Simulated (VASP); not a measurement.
TaN: single point with PBEsol

TaN:

```
Ta N
1.0
     0.00000    2.12014    2.12014
     2.12014    0.00000    2.12014
     2.12014    2.12014    0.00000
Ta N
1 1
Direct
  0.50000 0.50000 0.50000
  0.00000 0.00000 0.00000
```

This cell differs from its parent crystal: volume scaled by 0.91.

```yaml
Program: VASP 6.6.1
Task: single point
Functional: PBEsol
Potentials_or_basis: VASP PAW PBE potentials, release 64 (Ta_pv, N)
Cutoff: 520 eV
k_mesh: 16 × 16 × 16
Occupations: gaussian, width 0.1 eV
Spin: no spin polarisation
```

```yaml
Pressure: 43.1 GPa
Band_gap_on_the_k_mesh: zero (band 8 reaches 12.92 eV, above the bottom of band 9 at 8.20 eV)
```

Levels at points of the mesh, in eV from the Fermi level:
| k point | band 5 | band 6 | band 7 | band 8 | band 9 | band 10 | band 11 | band 12 |
| --- | --- | --- | --- | --- | --- | --- | --- | --- |
| (0.00, 0.00, 0.00) | -4.09 | -4.09 | -4.09 | -2.45 | -2.45 | -2.45 | 0.06 | 0.06 |
| (0.50, 0.00, 0.00) | -11.32 | -8.41 | -8.41 | 2.28 | 2.28 | 2.39 | 4.19 | 8.81 |
| (0.50, 0.50, 0.00) | -6.78 | -6.29 | -4.83 | -4.83 | 2.48 | 4.24 | 4.24 | 5.84 |

It took 15 s on 1 thread of Intel(R) Xeon(R) 6975P-C (Granite Rapids) (shared host), peak memory 0.17 GiB.

Caveat: the PAW data sets were made with another functional, which shifts forces and pressure a little; spin-orbit coupling is left out, which moves the levels of the heavy elements.
